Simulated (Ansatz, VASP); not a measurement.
# InP: VASP beside Ansatz

Contents of INCAR:

```
SYSTEM = InP
PREC     = Accurate       ! precision mode
ENCUT    = 520            ! plane-wave cutoff, eV
EDIFF    = 1E-6           ! SCF threshold, eV
ISMEAR   = -1             ! smearing method
SIGMA    = 0.05           ! smearing width, eV
LREAL    = .False.        ! projectors in reciprocal space
LASPH    = .True.         ! aspherical terms in the spheres
NELM     = 100            ! most SCF steps
ALGO     = Normal         ! electronic algorithm
ISIF     = 2              ! what is computed and relaxed
LWAVE    = .False.        ! write WAVECAR
LCHARG   = .True.         ! write CHGCAR
GGA      = CA             ! functional
LELF     = .True.         ! ELF
LVHAR    = .True.       
NBANDS   = 16             ! bands
```

Contents of KPOINTS:

```
Automatic mesh
0
Gamma
  11 11 11
  0 0 0
```

Contents of POSCAR:

```
InP
1.0
    0.0000000000      2.8358383488      2.8358383488
    2.8358383488      0.0000000000      2.8358383488
    2.8358383488      2.8358383488      0.0000000000
In P
1 1
Direct
    0.0000000000      0.0000000000      0.0000000000
    0.5000000000      0.5000000000      0.5000000000
```

Input for Ansatz:

```yaml
crystal:
  lattice:
    - [0.0, 2.8358383488, 2.8358383488]
    - [2.8358383488, 0.0, 2.8358383488]
    - [2.8358383488, 2.8358383488, 0.0]
  atoms:
    - { symbol: In, position: [0.0, 0.0, 0.0] }
    - { symbol: P, position: [0.5, 0.5, 0.5] }
kpoints:
  mp_grid: { grid: [11, 11, 11] }
  band_path:
    path:
      - [0.0, 0.0, 0.0]
      - [0.5, 0.0, 0.5]
      - [0.625, 0.25, 0.625]
      - [0.375, 0.375, 0.75]
      - [0.0, 0.0, 0.0]
      - [0.5, 0.5, 0.5]
      - [0.5, 0.25, 0.75]
      - [0.5, 0.0, 0.5]
    npoints: 5
scf:
  occupations: { method: fermi_dirac, width: 0.05 }
hamiltonian:
  xc: lda
  pseudopotentials: { kind: all_electron, lapw: { basis_error: 0.001 } }
output:
  forces: true
  stress: true
  eigenvalues: true
```

Change from the starting cell: volume scaled by 0.98.

Alike in both runs: task single point; functional LDA; k mesh 11 × 11 × 11; occupations fermi-dirac, width 0.05 eV; no spin polarisation.

|  | VASP | Ansatz |
| --- | --- | --- |
| version | VASP 6.6.1 | Ansatz 0.2.0 |
| potentials or method | VASP PAW LDA potentials, release 64 (In_d, P), cutoff 520 eV | all-electron LAPW, scalar-relativistic |

```csv
,VASP,Ansatz,Ansatz less VASP
pressure (GPa),-8.8,-8.8,-0.01
```

LDA's correlation is that of Perdew and Zunger in VASP and of Perdew and Wang (1992) in Ansatz. Ansatz ran all-electron here, and VASP with PAW potentials.
